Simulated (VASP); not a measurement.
# NaF (Fm-3m) in VASP: G0W0 quasiparticle levels with PBE

Aim: the G0W0 quasiparticle levels of NaF with PBE.

All numbers are computed with VASP 6.6.1; they aren't measurements. Logs are shortened: lines on timing, memory, paths and dates and some standing lists are left out, and cuts for length are marked.

## 1. The cell of the first run

The structure is cubic, space group Fm-3m (No. 225). The conventional cell has a = 4.594 Å, b = 4.594 Å, c = 4.594 Å, α = 90.00°, β = 90.00°, γ = 90.00°. Na (site symmetry m-3m) has 6 F at 2.30 Å within 3.0 Å. F (site symmetry m-3m) has 6 Na at 2.30 Å within 3.0 Å.

## 2. G0W0 quasiparticle levels, PBE

POSCAR

```
NaF
1.0
    0.0000000000      2.2971680762      2.2971680762
    2.2971680762      0.0000000000      2.2971680762
    2.2971680762      2.2971680762      0.0000000000
Na F
1 1
Direct
    0.0000000000      0.0000000000      0.0000000000
    0.5000000000      0.5000000000      0.5000000000
```

INCAR.step1

```
PREC = Accurate
ENCUT = 500
EDIFF = 1E-8
ISMEAR = 0
SIGMA = 0.01
LREAL = False
LASPH = True
NELM = 60
ALGO = Normal
LWAVE = True
LCHARG = False
GGA = PE
```

INCAR.step2

```
PREC = Accurate
ENCUT = 500
EDIFF = 1E-8
ISMEAR = 0
SIGMA = 0.01
LREAL = False
LASPH = True
NELM = 1
ALGO = Exact
LWAVE = True
LCHARG = False
GGA = PE
NBANDS = 140
LOPTICS = True
ISTART = 1
```

INCAR.step3

```
PREC = Accurate
ENCUT = 500
EDIFF = 1E-8
ISMEAR = 0
SIGMA = 0.01
LREAL = False
LASPH = True
ALGO = EVGW0
LWAVE = False
LCHARG = False
GGA = PE
NELMGW = 1
NBANDS = 140
ENCUTGW = 180.0
NOMEGA = 96
PRECFOCK = Fast
ISTART = 1
NBANDSGW = 16
OMEGAMAX = 20
```

KPOINTS

```
Automatic mesh
0
Gamma
  6 6 6
```

Potentials or basis: VASP PAW PBE potentials, release 64 (Na_sv_GW, F_GW).

Started as:

```bash
$ cat potpaw_PBE.64/Na_sv_GW/POTCAR potpaw_PBE.64/F_GW/POTCAR > POTCAR
$ cp INCAR.step1 INCAR
$ mpirun -np 1 vasp_std > vasp.out
$ cp INCAR.step2 INCAR
$ mpirun -np 1 vasp_std > vasp.out
$ cp INCAR.step3 INCAR
$ mpirun -np 1 vasp_std > vasp.out
```

OUTCAR:

```text
PREC = Accurate
   ENCUT = 500
   EDIFF = 1E-8
   ISMEAR = 0
   LREAL = False
   LASPH = True
   GGA = PE
   NELMGW = 1
   ENCUTGW = 180.0
   PRECFOCK = Fast
   ISTART = 1

 ion  position               nearest neighbor table
   1  0.000  0.000  0.000-   2 2.30   2 2.30   2 2.30   2 2.30   2 2.30   2 2.30
   2  0.500  0.500  0.500-   1 2.30   1 2.30   1 2.30   1 2.30   1 2.30   1 2.30

  LATTYP: Found a face centered cubic cell.
 ALAT       =     4.5943361524

  Lattice vectors:

 A1 = (   0.0000000000,   2.2971680762,   2.2971680762)
 A2 = (   2.2971680762,   0.0000000000,   2.2971680762)
 A3 = (   2.2971680762,   2.2971680762,   0.0000000000)

Analysis of symmetry for initial positions (statically):
=====================================================================
 Subroutine PRICEL returns:
 Original cell was already a primitive cell.

 Routine SETGRP: Setting up the symmetry group for a
 face centered cubic supercell.

 Subroutine GETGRP returns: Found 48 space group operations
 (whereof 48 operations were pure point group operations)
 out of a pool of 48 trial point group operations.

The static configuration has the point symmetry O_h .

Analysis of symmetry for dynamics (positions and initial velocities):
=====================================================================
 Subroutine PRICEL returns:
 Original cell was already a primitive cell.

 Routine SETGRP: Setting up the symmetry group for a
 face centered cubic supercell.

 Subroutine GETGRP returns: Found 48 space group operations
 (whereof 48 operations were pure point group operations)
 out of a pool of 48 trial point group operations.

The dynamic configuration has the point symmetry O_h .

 Subroutine INISYM returns: Found 48 space group operations
 (whereof 48 operations are pure point group operations),
 and found     1 'primitive' translations

----------------------------------------------------------------------------------------

                                     Primitive cell

  volume of cell :      24.2442

  direct lattice vectors                    reciprocal lattice vectors
     0.000000000  2.297168076  2.297168076    -0.217659302  0.217659302  0.217659302
     2.297168076  0.000000000  2.297168076     0.217659302 -0.217659302  0.217659302
     2.297168076  2.297168076  0.000000000     0.217659302  0.217659302 -0.217659302

  length of vectors
     3.248686248  3.248686248  3.248686248     0.376996970  0.376996970  0.376996970

  position of ions in fractional coordinates (direct lattice)
     0.000000000  0.000000000  0.000000000
     0.500000000  0.500000000  0.500000000

  ion indices of the primitive-cell ions
   primitive index   ion index
                 1           1
                 2           2

----------------------------------------------------------------------------------------

 KPOINTS: Automatic mesh

Automatic generation of k-mesh.
 Grid dimensions read from file:
 generate k-points for:    6    6    6

 Generating k-lattice:

  Cartesian coordinates                     Fractional coordinates (reciprocal lattice)
    -0.036276550  0.036276550  0.036276550     0.166666667  0.000000000  0.000000000
     0.036276550 -0.036276550  0.036276550     0.000000000  0.166666667  0.000000000
     0.036276550  0.036276550 -0.036276550     0.000000000  0.000000000  0.166666667

  Length of vectors
     0.062832828  0.062832828  0.062832828

  Shift w.r.t. Gamma in fractional coordinates (k-lattice)
     0.000000000  0.000000000  0.000000000

 Subroutine IBZKPT returns following result:
 ===========================================

 Found     16 irreducible k-points:

 Following reciprocal coordinates:
            Coordinates               Weight
  0.000000  0.000000  0.000000      1.000000
  0.166667  0.000000  0.000000      8.000000
  0.333333  0.000000  0.000000      8.000000
  0.500000  0.000000  0.000000      4.000000
  0.166667  0.166667  0.000000      6.000000
  0.333333  0.166667  0.000000     24.000000
[... 8 lines left out ...]
 -0.333333  0.333333  0.166667     24.000000
 -0.333333  0.500000  0.166667     12.000000
   k-points           NKPTS =     16   k-points in BZ     NKDIM =    216   number of bands    NBANDS=    140
   number of dos      NEDOS =    301   number of ions     NIONS =      2
   total plane-waves  NPLWV =  13824
   dimension x,y,z NGX =    24 NGY =   24 NGZ =   24
   dimension x,y,z NGXF=    48 NGYF=   48 NGZF=   48
   ions per type =               1   1
   NGX,Y,Z   is equivalent  to a cutoff of  12.28, 12.28, 12.28 a.u.
   NGXF,Y,Z  is equivalent  to a cutoff of  24.56, 24.56, 24.56 a.u.
 SYSTEM =  unknown system
   PREC   = accura    normal or accurate (medium, high low for compatibility)
   ISTART =      1    job   : 0-new  1-cont  2-samecut
   ICHARG =      0    charge: 1-file 2-atom 10-const
   ISPIN  =      1    spin polarized calculation?
   LNONCOLLINEAR =      F non collinear calculations
   LSORBIT =      F    spin-orbit coupling
   LASPH  =      T    aspherical Exc in radial PAW
   ENCUT  =  500.0 eV  36.75 Ry    6.06 a.u.   5.92  5.92  5.92*2*pi/ulx,y,z
   NELM   =     60;   NELMIN=  2; NELMDL=  0     # of ELM steps
   EDIFF  = 0.1E-07   stopping-criterion for ELM
   LREAL  =      F    real-space projection
   EDIFFG = 0.1E-06   stopping-criterion for IOM
   NSW    =      0    number of steps for IOM
   IBRION =     -1    ionic relax: 0-MD 1-quasi-New 2-CG
   NFREE  =      0    steps in history (QN), initial steepest desc. (CG)
   ISIF   =      0    stress and relaxation
   ISYM   =      3    0-nonsym 1-usesym 2-fastsym
   POTIM  = 0.5000    time-step for ionic-motion
   TEBEG  =    0.0;   TEEND  =   0.0 temperature during run
   PSTRESS=    0.0 pullay stress
   NELECT =      16.0000    total number of electrons
   NUPDOWN=      -1.0000    fix difference up-down
   EMIN   =  10.00;   EMAX   =-10.00  energy-range for DOS
   EFERMI =   0.00;   METHOD = LEGACY
   ISMEAR =     0;   SIGMA  =   0.01  broadening in eV -4-tet -1-fermi 0-gaus
   EFERMI_NEDOS =   21; number of points for ismear=-14 and -15
   IALGO  =     38    algorithm
   IMIX   =      4    mixing-type and parameters
     AMIX     =   0.40;   BMIX     =  1.00
     AMIX_MAG =   1.60;   BMIX_MAG =  1.00
  volume/ion in A,a.u.               =      12.12        81.80
  Fermi-wavevector in a.u.,A,eV,Ry     =   1.425319  2.693462 27.640699  2.031534
  Thomas-Fermi vector in A             =   2.545716
   LORBIT       =      0    0 simple, 1 ext, 2 COOP (PROOUT), +10 PAW based schemes
   GGA     = PE    functional components
   LHFCALC =     T    Hartree Fock is set to
   PRECFOCK=fast      Normal, Fast or Accurate (Low or Medium for compatibility)
   ENCUT4O =  -1.0   cutoff for four orbital integrals eV
   NKREDX  =     1    reduce k-point grid by
   NKREDY  =     1    reduce k-point grid by
   NKREDZ  =     1    reduce k-point grid by
   AEXX    =    1.0000 exact exchange contribution
   HFSCREEN=    0.0000 screening length (either q_TF or 0.3 A-1)
   HFSCREENC=   0.0000 screening length for correlation (either q_TF or 0.3 A-1)
   ENCUTFOCK=  -1.0 apply spherical cutoff to Coloumb kernel
   IVDW    =     0    specifies the selected vdW correction
   LEPSILON=     F    determine dielectric tensor
   LRPA    =     F    only Hartree local field effects (RPA)
   LRPAFORCE           =     F    calculate RPA forces
   ENCUTGW             = 180.0    cutoff for response function in eV
   ENCUTGWSOFT         = 144.0    soft cutoff for Coulomb kernel in GW response function in eV
   ENCUTLF             =  -1.0    cutoff for local field effects
   NELMGW              =     1    number of iterations in solving QP/BSE equation
   NELMHF              =     1    number of iterations in the inner HF iteration
   NKREDLFX            =     1    NKREDLFY  =   1   NKREDLFZ  =   1
 non-spin polarized calculation
 Gauss-broadening in eV      SIGMA  =   0.01
  energy-cutoff  :      500.00
  volume of cell :       24.24
 maximum number of plane-waves:       636
  NGX = 14; NGY = 14; NGZ = 14
   NGX = 11   NGY = 11   NGZ = 11
 maximum number of plane-waves:       138

 QP shifts <psi_nk| G(iteration)W_0 |psi_nk>: iteration 1
 for sc-GW calculations column KS-energies equals QP-energies in previous step
 and V_xc(KS)=  KS-energies - (<T + V_ion + V_H > + <T+V_H+V_ion>^1  + <V_x>^1)

 k-point   1 :       0.0000    0.0000    0.0000
  band No.  KS-energies  QP-energies   sigma(KS)   V_xc(KS)     V^pw_x(r,r')   Z            occupation Imag(sigma)

      1     -48.6913     -58.1339     -40.9381     -29.2468     -49.1133       0.8077       2.0000       0.2278
      2     -20.9053     -24.9957     -28.3199     -22.6983     -36.8145       0.7276       2.0000       0.7793
      3     -20.5757     -26.8851     -35.8674     -28.3998     -41.4656       0.8449       2.0000       0.0585
      4     -20.5757     -26.8851     -35.8674     -28.3998     -41.4656       0.8449       2.0000       0.0585
      5     -20.5757     -26.8851     -35.8674     -28.3998     -41.4656       0.8449       2.0000       0.0585
      6      -1.7068      -4.4636     -25.8132     -22.3728     -30.2118       0.8013       2.0000       0.0516
[... 8 lines left out ...]
     15      22.5732      24.5371      -6.3403      -8.5818      -2.8118       0.8762       0.0000      -0.0939
     16      25.6042      28.2080      -8.6168     -11.6283      -4.5861       0.8646       0.0000      -0.2899

 k-point   2 :       0.1667    0.0000    0.0000
  band No.  KS-energies  QP-energies   sigma(KS)   V_xc(KS)     V^pw_x(r,r')   Z            occupation Imag(sigma)

      1     -48.6876     -58.1355     -40.9456     -29.2538     -49.1210       0.8081       2.0000       0.2266
      2     -21.1744     -25.9601     -30.6426     -24.3404     -38.1213       0.7594       2.0000       0.5391
      3     -20.5790     -26.8860     -35.8589     -28.3930     -41.4565       0.8448       2.0000       0.0576
      4     -20.5790     -26.8860     -35.8589     -28.3930     -41.4565       0.8448       2.0000       0.0576
      5     -20.2719     -25.6669     -33.5815     -26.8048     -40.1940       0.7961       2.0000       0.2899
      6      -2.2033      -5.0540     -24.6783     -21.1189     -28.9069       0.8009       2.0000       0.0502
[... 8 lines left out ...]
     15      22.9308      24.3710      -6.0282      -7.6534      -2.2041       0.8861       0.0000      -0.4316
     16      26.1081      28.1908      -6.6671      -8.9892      -2.7855       0.8969       0.0000      -0.4175

 k-point   3 :       0.3333    0.0000    0.0000
  band No.  KS-energies  QP-energies   sigma(KS)   V_xc(KS)     V^pw_x(r,r')   Z            occupation Imag(sigma)

      1     -48.6802     -58.1406     -40.9603     -29.2678     -49.1363       0.8091       2.0000       0.2245
      2     -21.4371     -26.4470     -31.1478     -24.6399     -38.3365       0.7698       2.0000       0.4759
      3     -20.5854     -26.8932     -35.8435     -28.3796     -41.4399       0.8451       2.0000       0.0557
      4     -20.5854     -26.8932     -35.8435     -28.3796     -41.4399       0.8451       2.0000       0.0557
      5     -19.9401     -25.0420     -33.1541     -26.6047     -40.0508       0.7790       2.0000       0.3390
      6      -3.0034      -6.0173     -23.4123     -19.6365     -27.5261       0.7982       2.0000       0.0531
[... 234 lines left out ...]
      1     -48.6731     -58.1465     -40.9737     -29.2812     -49.1508       0.8102       2.0000       0.2228
      2     -21.2528     -26.3188     -31.5889     -25.0294     -38.6719       0.7723       2.0000       0.4326
      3     -20.6584     -26.9482     -35.6726     -28.2022     -41.2486       0.8420       2.0000       0.0630
      4     -20.6325     -26.9196     -35.7131     -28.2501     -41.3067       0.8424       2.0000       0.0622
      5     -20.0406     -25.0747     -32.8551     -26.3573     -39.8459       0.7747       2.0000       0.3581
      6      -2.8725      -5.8957     -23.8553     -20.0730     -28.0533       0.7993       2.0000       0.0530
[... 8 lines left out ...]
     15      26.6115      29.1172      -7.6826     -10.5103      -3.8255       0.8862       0.0000      -0.2870
     16      27.1897      29.8301      -8.0817     -11.0242      -4.1110       0.8973       0.0000      -0.3766

 k-point  16 :      -0.3333    0.5000    0.1667
  band No.  KS-energies  QP-energies   sigma(KS)   V_xc(KS)     V^pw_x(r,r')   Z            occupation Imag(sigma)

      1     -48.6719     -58.1485     -40.9753     -29.2832     -49.1527       0.8105       2.0000       0.2226
      2     -21.0506     -26.0826     -31.7097     -25.1914     -38.8327       0.7720       2.0000       0.4278
      3     -20.7052     -26.9905     -35.5620     -28.0856     -41.1249       0.8407       2.0000       0.0673
      4     -20.6574     -26.9482     -35.6795     -28.2069     -41.2563       0.8418       2.0000       0.0638
      5     -20.2020     -25.2756     -32.7953     -26.2629     -39.7633       0.7767       2.0000       0.3568
      6      -2.8188      -5.8421     -24.0459     -20.2635     -28.2743       0.7993       2.0000       0.0525
[... 8 lines left out ...]
     15      24.7511      26.5021      -6.2073      -8.2337      -2.4211       0.8641       0.0000      -0.2970
     16      27.0743      29.6356      -7.7377     -10.6235      -3.8690       0.8875       0.0000      -0.2685
```

Run time: 4.3 min. Hardware: 1 thread of Intel Xeon 6975P-C (Granite Rapids), shared host; peak memory 0.62 GiB.

Results:

* Quasiparticle gap: 10.73 eV
* Least direct quasiparticle gap: 10.73 eV
* Band gap of the starting levels on the mesh: 6.47 eV
* Least direct gap of the starting levels on the mesh: 6.47 eV

Caveat: the k points lie up to 0.39 Å⁻¹ apart; bands, screening cutoff and mesh are small and nothing is extrapolated, so the quasiparticle values aren't converged.
